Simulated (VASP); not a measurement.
**LuGe3O: relaxation of cell and atoms with PBE**

The system is LuGe3O.

```
Lu Ge O
1.0
     4.02294    0.00000    0.00000
     0.00000    4.02294    0.00000
     0.00000    0.00000    5.41997
Lu Ge O
1 3 1
Direct
  0.50000 0.50000 0.72178
  0.50000 0.00000 0.23775
  0.00000 0.50000 0.23775
  0.00000 0.00000 0.59229
  0.00000 0.00000 0.01082
```

```json
{
 "Program": "VASP 6.6.1",
 "Task": "relaxation of cell and atoms",
 "Functional": "PBE",
 "Potentials or basis": "VASP PAW PBE potentials, release 64 (Lu, Ge_d, O)",
 "Cutoff": "600 eV",
 "k mesh": "4 × 4 × 4",
 "Occupations": "gaussian, width 0.1 eV",
 "Spin": "no spin polarisation",
 "Dipole correction": "no",
 "Further INCAR settings": "ALGO = Normal; EDIFF = 1e-07; IBRION = 2; EDIFFG = -0.04; NSW = 90; ISIF = 3"
}
```

```yaml
Relaxed_volume: 17.86 Å³/atom
Relaxed_cell: a = 4.553 Å, b = 4.553 Å, c = 4.308 Å, α = 90.00°, β = 90.00°, γ = 90.00°
Space_group_after_relaxing_to_0.05_Å: P4mm (No. 99)
Energy_gained_by_relaxing: 198.0 meV/atom
Ionic_steps: 40
Pressure_after_relaxing: -0.1 GPa
Largest_force_after_relaxing: 0.025 eV/Å
```

Forces in eV/Å, atoms in the order of the input:
```
Lu   0.000  0.000 -0.016
Ge   0.000  0.000 -0.014
Ge   0.000  0.000 -0.014
Ge   0.000  0.000  0.018
O    0.000  0.000  0.025
```

Stress tensor (GPa, compression positive):
```
-0.15  0.00  0.00
 0.00 -0.15  0.00
 0.00  0.00 -0.07
```

The path:
```tsv
step	energy change (eV)	largest force (eV/Å)	pressure (GPa)	volume (Å³)
1	0.0000	1.0953	3.92	87.72
2	-0.1363	0.7964	-1.46	93.28
3	-0.1393	0.7500	-2.21	94.28
4	-0.2424	0.3793	-1.37	93.35
5	-0.2748	0.5227	0.02	92.50
6	-0.2760	0.2741	-0.34	92.69
7	-0.2762	0.3353	-0.27	92.64
8	-0.3204	0.5184	0.60	91.90
9	-0.4586	1.6784	3.41	89.45
10	0.4396	10.6483	17.04	83.37
11	-0.4720	2.1043	4.03	88.95
12	-0.4726	2.6211	4.99	88.35
13	-0.4751	2.6479	5.02	88.33
14	-0.4818	2.7301	5.18	88.25
15	-0.4908	2.9428	5.50	88.09
16	-0.4902	3.4485	6.09	87.75
17	-0.5159	3.3033	5.80	87.86
18	-0.5866	2.8907	5.04	88.18
19	-0.7024	2.1786	3.63	88.81
20	-0.8353	1.0669	1.42	89.97
21	-0.8119	0.7346	-0.71	91.91
22	-0.8695	0.4724	0.17	90.95
23	-0.8698	0.4743	0.23	90.88
24	-0.8749	0.4563	0.17	90.90
25	-0.8888	0.4059	-0.06	90.97
26	-0.9106	0.3397	-0.42	91.10
27	-0.9377	0.2478	-1.06	91.36
28	-0.9049	0.6323	-1.96	91.86
29	-0.9414	0.1944	-1.39	91.47
30	-0.9531	0.2591	0.02	89.73
31	-0.9535	0.2726	0.34	89.35
32	-0.9595	0.2435	0.32	89.18
33	-0.9649	0.4002	0.35	88.77
34	-0.9695	0.3669	0.29	88.83
35	-0.9801	0.2676	0.12	89.01
36	-0.9828	0.1274	-0.16	89.36
37	-0.9849	0.1573	-0.04	89.22
38	-0.9868	0.1011	0.00	89.17
39	-0.9889	0.0726	0.18	89.07
40	-0.9901	0.0253	-0.13	89.32
```

Final structure:
```
CELL_PARAMETERS angstrom
4.55338 0.00000 0.00000
0.00000 4.55338 0.00000
0.00000 0.00000 4.30811
ATOMIC_POSITIONS crystal
Lu 0.50000 0.50000 0.69627
Ge 0.50000 0.00000 0.21625
Ge 0.00000 0.50000 0.21625
Ge 0.00000 0.00000 0.61655
O 0.00000 0.00000 0.05507
```

Levels at points of the mesh, in eV from the Fermi level:
| k point | band 32 | band 33 | band 34 | band 35 | band 36 | band 37 | band 38 | band 39 | band 40 | band 41 |
| --- | --- | --- | --- | --- | --- | --- | --- | --- | --- | --- |
| (0.00, 0.00, 0.00) | -5.47 | -5.00 | -0.63 | -0.63 | 0.13 | 1.70 | 1.71 | 1.75 | 1.75 | 1.85 |
| (0.50, 0.00, 0.00) | -4.81 | -3.24 | -1.97 | -0.70 | -0.62 | -0.48 | -0.42 | 0.80 | 2.23 | 2.82 |
| (0.50, 0.50, 0.00) | -5.07 | -3.17 | -3.17 | -0.58 | -0.58 | 1.12 | 1.12 | 2.00 | 2.02 | 2.04 |
| (0.00, 0.00, 0.50) | -5.31 | -3.59 | -2.10 | -2.07 | -2.07 | 0.24 | 0.24 | 0.37 | 2.09 | 2.57 |
| (0.50, 0.00, 0.50) | -5.22 | -2.53 | -1.95 | -1.68 | -1.59 | 0.13 | 0.28 | 2.03 | 2.03 | 2.92 |
| (0.50, 0.50, 0.50) | -4.75 | -3.58 | -1.98 | -1.07 | -1.07 | -0.15 | 0.12 | 3.04 | 3.57 | 3.99 |

Wall time 17 min on 1 thread of Intel(R) Xeon(R) 6975P-C (Granite Rapids), with other jobs on the host, peak memory 0.27 GiB.

Caveat: the k points lie up to 0.36 Å⁻¹ apart in the final cell; spin-orbit coupling is left out, which moves the levels of the heavy elements; an odd number of electrons without spin polarisation forces a metal; a magnetic or distorted state may lie lower.
